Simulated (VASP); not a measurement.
# W16O (a cell with a defect) in VASP: single point with PBE

Aim: the single point of W16O (a cell with a defect) with PBE.

Everything below comes from runs of VASP 6.6.1. Logs are shortened: lines on timing, memory, paths and dates and some standing lists are left out, and cuts for length are marked.

## 1. The cell of the first run

The cell holds a defect, 17 atoms: a = 6.320 Å, b = 6.320 Å, c = 6.320 Å, α = 90.00°, β = 90.00°, γ = 90.00°.

## 2. Single point, PBE

INCAR

```
SYSTEM = W16O
  PREC = Accurate
  ENCUT = 520
  EDIFF = 1E-6
  ISMEAR = -1
  SIGMA = 0.1
  LREAL = Auto
  LASPH = .TRUE.
  NELM = 100
  ALGO = Normal
  ISIF = 2
  LWAVE = .FALSE.
  LCHARG = .TRUE.
  GGA = PE
  LELF = .TRUE.
  LVHAR = .TRUE.
  NBANDS = 129
```

KPOINTS

```
regular mesh
0
G
  2 2 2
  0 0 0
```

POSCAR

```
W16O
1.0
    6.3200000000      0.0000000000      0.0000000000
    0.0000000000      6.3200000000      0.0000000000
    0.0000000000      0.0000000000      6.3200000000
W O
16 1
Direct
    0.0173101266     -0.0104905063     -0.0009018987
    0.5141455696      0.0090031646     -0.0038449367
   -0.0035759494      0.5001582278      0.0080537975
    0.0084968354     -0.0105854430      0.5060601266
    0.2302531646      0.2316139241      0.2412658228
    0.4987974684      0.4963449367      0.0320253165
    0.4778322785     -0.0264240506      0.4783227848
    0.7627531646      0.2237183544      0.2285601266
    0.0100000000      0.4933069620      0.4878797468
    0.2479272152      0.7379746835      0.2367405063
    0.2540981013      0.2526582278      0.7518037975
    0.5014873418      0.5183386076      0.5022310127
    0.7530063291      0.7450316456      0.2710443038
    0.7727848101      0.2589398734      0.7742721519
    0.2604746835      0.7334651899      0.7657594937
    0.7495094937      0.7524683544      0.7674683544
    0.6193037975      0.2364873418      0.4929430380
```

Potentials or basis: VASP PAW PBE potentials, release 64 (W_sv, O).

Run with:

```
> cat potpaw_PBE.64/W_sv/POTCAR potpaw_PBE.64/O/POTCAR > POTCAR
> mpirun -np 1 vasp_std > vasp.out
```

OUTCAR:

```text
SYSTEM = W16O
   PREC = Accurate
   ENCUT = 520
   EDIFF = 1E-6
   ISMEAR = -1
   LREAL = Auto
   LASPH = .TRUE.
   NELM = 100
   ISIF = 2
   GGA = PE

 ion  position               nearest neighbor table
   1  0.017  0.990  0.999-   5 2.55   8 2.62  10 2.63  15 2.67  16 2.69  14 2.70  11 2.73  13 2.85
                             3 3.10   4 3.12   2 3.14   2 3.18   4 3.20   3 3.23
   2  0.514  0.009  0.996-   8 2.54  16 2.63  14 2.67  11 2.73   5 2.76  15 2.78  10 2.84  13 2.84
                             7 3.06   6 3.09   1 3.14   1 3.18   6 3.25   7 3.29
   3  0.996  0.500  0.008-  14 2.55  10 2.62   8 2.68   5 2.69  16 2.70  15 2.70  13 2.74  11 2.78
                             9 3.03   1 3.10   6 3.15   6 3.18   1 3.23   9 3.29
   4  0.008  0.989  0.506-   5 2.67  13 2.68  11 2.75  16 2.77   8 2.77  10 2.78  15 2.80  14 2.83
                             7 2.97   1 3.12   9 3.14   9 3.19   1 3.20   7 3.36
   5  0.230  0.232  0.241-   1 2.55   9 2.67   4 2.67   3 2.69   7 2.71   6 2.73   2 2.76   8 2.96
                            12 2.99  11 3.10  10 3.12  10 3.20  11 3.23   8 3.37
   6  0.499  0.496  0.032-  10 2.55   8 2.70  13 2.71  15 2.71   5 2.73  11 2.81  14 2.81  16 2.82
                            12 2.97   2 3.09   3 3.15   3 3.18   2 3.25  12 3.35
   7  0.478  0.974  0.478-  17 1.89  10 2.58  13 2.61   5 2.71  15 2.74  11 2.85   8 2.87  16 2.87
                            12 2.88   4 2.97   2 3.06  14 3.20   2 3.29   4 3.36  12 3.45
   8  0.763  0.224  0.229-  17 1.90   2 2.54   1 2.62   3 2.68   6 2.70   4 2.77   9 2.83   7 2.87
                            14 2.88   5 2.96  12 3.03  13 3.04  13 3.31   5 3.37  14 3.46
   9  0.010  0.493  0.488-  13 2.65   5 2.67  10 2.68  11 2.73  14 2.78  15 2.81   8 2.83  16 2.92
                             3 3.03  12 3.11   4 3.14   4 3.19  12 3.22   3 3.29
  10  0.248  0.738  0.237-   6 2.55   7 2.58   3 2.62   1 2.63   9 2.68  12 2.70   4 2.78   2 2.84
                            15 2.98   5 3.12  13 3.14  13 3.20   5 3.20  15 3.34
  11  0.254  0.253  0.752-   1 2.73   2 2.73   9 2.73   4 2.75   3 2.78  12 2.78   6 2.81   7 2.85
                            15 3.04  14 3.05   5 3.10   5 3.23  14 3.28  15 3.28
  12  0.501  0.518  0.502-  17 1.93  13 2.59  15 2.63  10 2.70  16 2.73  11 2.78   7 2.88  14 2.93
                             6 2.97   5 2.99   8 3.03   9 3.11   9 3.22   6 3.35   7 3.45
  13  0.753  0.745  0.271-  12 2.59   7 2.61   9 2.65   4 2.68   6 2.71   3 2.74   2 2.84   1 2.85
                             8 3.04  10 3.14  16 3.14  16 3.18  10 3.20   8 3.31
  14  0.773  0.259  0.774-  17 2.03   3 2.55   2 2.67   1 2.70   9 2.78   6 2.81   4 2.83   8 2.88
                            12 2.93  11 3.05  16 3.12   7 3.20  16 3.20  11 3.28   8 3.46
  15  0.260  0.733  0.766-  12 2.63   1 2.67   3 2.70   6 2.71   7 2.74   2 2.78   4 2.80   9 2.81
                            10 2.98  11 3.04  16 3.09  16 3.23  11 3.28  10 3.34
  16  0.750  0.752  0.767-   2 2.63   1 2.69   3 2.70  12 2.73   4 2.77   6 2.82   7 2.87   9 2.92
                            15 3.09  14 3.12  13 3.14  13 3.18  14 3.20  15 3.23
  17  0.619  0.236  0.493-   7 1.89   8 1.90  12 1.93  14 2.03

  LATTYP: Found a simple cubic cell.
 ALAT       =     6.3200000000

  Lattice vectors:

 A1 = (   6.3200000000,   0.0000000000,   0.0000000000)
 A2 = (   0.0000000000,   6.3200000000,   0.0000000000)
 A3 = (   0.0000000000,   0.0000000000,   6.3200000000)
[... 160 lines left out ...]
     AMIX_MAG =   1.60;   BMIX_MAG =  1.00
  volume/ion in A,a.u.               =      14.85       100.21
  Fermi-wavevector in a.u.,A,eV,Ry     =   1.587086  2.999157 34.270910  2.518841
  Thomas-Fermi vector in A             =   2.686297
   LORBIT       =      0    0 simple, 1 ext, 2 COOP (PROOUT), +10 PAW based schemes
   GGA     = PE    functional components
   LHFCALC =     F    Hartree Fock is set to
   AEXX    =    0.0000 exact exchange contribution
   IVDW    =     0    specifies the selected vdW correction
   LEPSILON=     F    determine dielectric tensor
   LRPA    =     F    only Hartree local field effects (RPA)
 non-spin polarized calculation
  energy-cutoff  :      520.00
  volume of cell :      252.44
 maximum number of plane-waves:      6859
 NGX is ok and might be reduce to    48
   NGX = 23   NGY = 23   NGZ = 23

 number of electron     229.9999999 magnetization

 Free energy of the ion-electron system (eV)
  ---------------------------------------------------
  ext. energy  EPLUGINS =         0.00000000
  ---------------------------------------------------
  free energy    TOTEN  =      -209.49975580 eV

  energy without entropy =     -209.28321689  energy(sigma->0) =     -209.39148634

 E-fermi :  11.7333     XC(G=0): -13.7611

 val. band max:       11.6146143352   @ k =   0.5000   0.5000   0.0000
 cond. band min:      11.7524064539   @ k =   0.0000   0.0000   0.0000
 fundamental gap:      0.1377921187
 Fermi energy:        11.7333125668

 k-point     1 :       0.0000    0.0000    0.0000
  band No.  band energies     occupation
      1     -62.3982      2.00000
      2     -62.3612      2.00000
      3     -62.3337      2.00000
      4     -62.3169      2.00000
      5     -62.1895      2.00000
      6     -62.1509      2.00000
[... 1029 lines left out ...]
    126      13.9861      0.00000
    127      14.0992      0.00000
 [bands above 127 left out]

------------------------ aborting loop because EDIFF is reached ----------------------------------------

  FORCE on cell =-STRESS in cart. coord.  units (eV):
  Direction    XX          YY          ZZ          XY          YZ          ZX
  --------------------------------------------------------------------------------------
  -------------------------------------------------------------------------------------
  Total       34.4826307     34.8008960     33.4454619      1.6446567      3.9038918     -1.1593134
  in kB      218.8566455    220.8766328    212.2738742     10.4384162     24.7774790     -7.3580071
  external PRESSURE =     217.3357175 kB  Pullay stress =       0.0000000 kB

 VOLUME and BASIS-vectors are now :
 -----------------------------------------------------------------------------
  energy-cutoff  :      520.00
  volume of cell :      252.44
      direct lattice vectors                 reciprocal lattice vectors
     6.320000000  0.000000000  0.000000000     0.158227848  0.000000000  0.000000000
     0.000000000  6.320000000  0.000000000     0.000000000  0.158227848  0.000000000
     0.000000000  0.000000000  6.320000000     0.000000000  0.000000000  0.158227848

 POSITION                                       TOTAL-FORCE (eV/Angst)
 -----------------------------------------------------------------------------------
      0.10940      6.25370      6.31430        -1.272618     -0.153620     -0.902724
      3.24940      0.05690      6.29570        -1.315144     -1.823194     -0.247410
      6.29740      3.16100      0.05090         0.864608      0.083402     -0.589194
      0.05370      6.25310      3.19830         0.263813     -0.305646      0.490467
      1.45520      1.46380      1.52480         1.784543      1.274070      0.888204
      3.15240      3.13690      0.20240         0.649417     -0.096762     -3.132092
[... 9 lines left out ...]
      4.73690      4.75560      4.85040         0.644695     -0.522479     -0.738047
      3.91400      1.49460      3.11540         0.677973      0.805417      2.040128
 -----------------------------------------------------------------------------------
    total drift:                               -0.003377     -0.004704      0.003814

  FREE ENERGIE OF THE ION-ELECTRON SYSTEM (eV)
  ---------------------------------------------------
  free  energy   TOTEN  =      -209.4997558000 eV

  energy  without entropy=     -209.2832168868  energy(sigma->0) =     -209.39148634
```

OSZICAR:

```text
N       E                     dE             d eps       ncg     rms          rms(c)
DAV:   1     0.362375034991E+04    0.36238E+04   -0.13003E+05  2064   0.214E+03
DAV:   2     0.113274216474E+03   -0.35105E+04   -0.34534E+04  2064   0.725E+02
DAV:   3    -0.199363317821E+03   -0.31264E+03   -0.29812E+03  2384   0.185E+02
DAV:   4    -0.219021026838E+03   -0.19658E+02   -0.18838E+02  2424   0.368E+01
DAV:   5    -0.219823641076E+03   -0.80261E+00   -0.79509E+00  2528   0.670E+00    0.925E+01
DAV:   6    -0.211477447968E+03    0.83462E+01   -0.23732E+01  2568   0.204E+01    0.397E+01
DAV:   7    -0.210224869807E+03    0.12526E+01   -0.14836E+01  2544   0.188E+01    0.684E+00
DAV:   8    -0.209542729588E+03    0.68214E+00   -0.60447E+00  2576   0.122E+01    0.255E+00
DAV:   9    -0.209512075091E+03    0.30654E-01   -0.51054E-01  2544   0.327E+00    0.161E+00
DAV:  10    -0.209504622420E+03    0.74527E-02   -0.10072E-01  2592   0.171E+00    0.638E-01
DAV:  11    -0.209500328877E+03    0.42935E-02   -0.38181E-02  2632   0.122E+00    0.221E-01
DAV:  12    -0.209499847122E+03    0.48175E-03   -0.60211E-03  2568   0.407E-01    0.868E-02
DAV:  13    -0.209499786473E+03    0.60649E-04   -0.91023E-04  2536   0.164E-01    0.751E-02
DAV:  14    -0.209499758561E+03    0.27912E-04   -0.25109E-04  2424   0.802E-02    0.445E-02
DAV:  15    -0.209499760807E+03   -0.22464E-05   -0.35695E-05  2456   0.323E-02    0.123E-02
DAV:  16    -0.209499758572E+03    0.22357E-05   -0.70541E-06  1912   0.161E-02    0.696E-03
DAV:  17    -0.209499756266E+03    0.23053E-05   -0.21729E-06  1440   0.818E-03    0.341E-03
DAV:  18    -0.209499755800E+03    0.46633E-06   -0.60830E-07  1256   0.389E-03
   1 F= -.20949976E+03 E0= -.20939149E+03  d E =-.216539E+00
```

stdout:

```text
POSCAR found type information on POSCAR W O
 POSCAR found :  2 types and      17 ions
 scaLAPACK will be used
 LDA part: xc-table for (Slater+PW92), standard interpolation
 POSCAR, INCAR and KPOINTS ok, starting setup
 FFT: planning ... GRIDC
 FFT: planning ... GRID_SOFT
 FFT: planning ... GRID
 WAVECAR not read
 entering main loop
```

It took 13 min on 1 thread of Oxide Virtual Turin-like, shared host; peak memory 0.39 GiB.

Results:

```
Free energy            : -209.4998 eV
Pressure               : 21.7 GPa
Largest force          : 3.200 eV/Å
Band gap on the k mesh : zero (bands 115 and 116 overlap by 0.40 eV)
```

Forces in eV/Å, atoms in the order of the input:
```
W   -1.273 -0.154 -0.903
W   -1.315 -1.823 -0.247
W    0.865  0.083 -0.589
W    0.264 -0.306  0.490
W    1.785  1.274  0.888
W    0.649 -0.097 -3.132
W   -0.499 -0.967  2.184
W    1.024  1.348 -0.019
W   -0.010  0.183  1.998
W   -0.313  0.297  1.735
W   -0.516 -0.506  0.001
W   -0.726  0.154  0.881
W    0.421 -0.136 -2.008
W   -0.904 -0.793 -1.261
W   -0.775  1.160 -1.320
W    0.645 -0.522 -0.738
O    0.678  0.805  2.040
```

Caveat: the k points lie up to 0.50 Å⁻¹ apart; spin-orbit coupling is left out, which moves the levels of the heavy elements.

The gap in the log of VASP goes by the Fermi energy; the results here count the filled bands.